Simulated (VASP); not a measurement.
Here is a VASP 6.6.1 calculation.

File INCAR:

```
SYSTEM = Ni
ALGO     = Normal         ! electronic algorithm
EDIFF    = 1E-6           ! SCF threshold, eV
ENCUT    = 520            ! plane-wave cutoff, eV
ISIF     = 2              ! what is computed and relaxed
ISMEAR   = -1             ! smearing method
ISPIN    = 2              ! spin polarisation
LASPH    = .TRUE.         ! aspherical terms in the spheres
LCHARG   = .TRUE.         ! write CHGCAR
LELF     = .TRUE.         ! ELF
LMAXMIX  = 4              ! l up to which the mixer works
LORBIT   = 11             ! projections on sites
LREAL    = .FALSE.        ! projectors in reciprocal space
LVHAR    = .TRUE.       
LWAVE    = .FALSE.        ! write WAVECAR
MAGMOM   = 1              ! initial moments
NBANDS   = 15             ! bands
NELM     = 150            ! most SCF steps
PREC     = Accurate       ! precision mode
SIGMA    = 0.08           ! smearing width, eV
```

KPOINTS

```
k-points
0
G
  18 18 18
  0 0 0
```

Contents of POSCAR:

```
Ni
1.0
    0.0000000000      1.6409268946      1.6409268946
    1.6409268946      0.0000000000      1.6409268946
    1.6409268946      1.6409268946      0.0000000000
Ni
1
Direct
    0.0000000000      0.0000000000      0.0000000000
```

Potentials or basis: VASP PAW LDA potentials, release 64 (Ni).

Run with:

```console
$ cat potpaw_LDA.64/Ni/POTCAR > POTCAR
$ mpirun -np 1 vasp_std > vasp.out
```

Q: Predict the pressure.

A: 43.6 GPa.

Q: Predict the net moment.

A: 0.55 μB per cell.

Q: Predict the site moments.

A: Ni +0.54 μB.

Caveat: the cell stands under pressure.
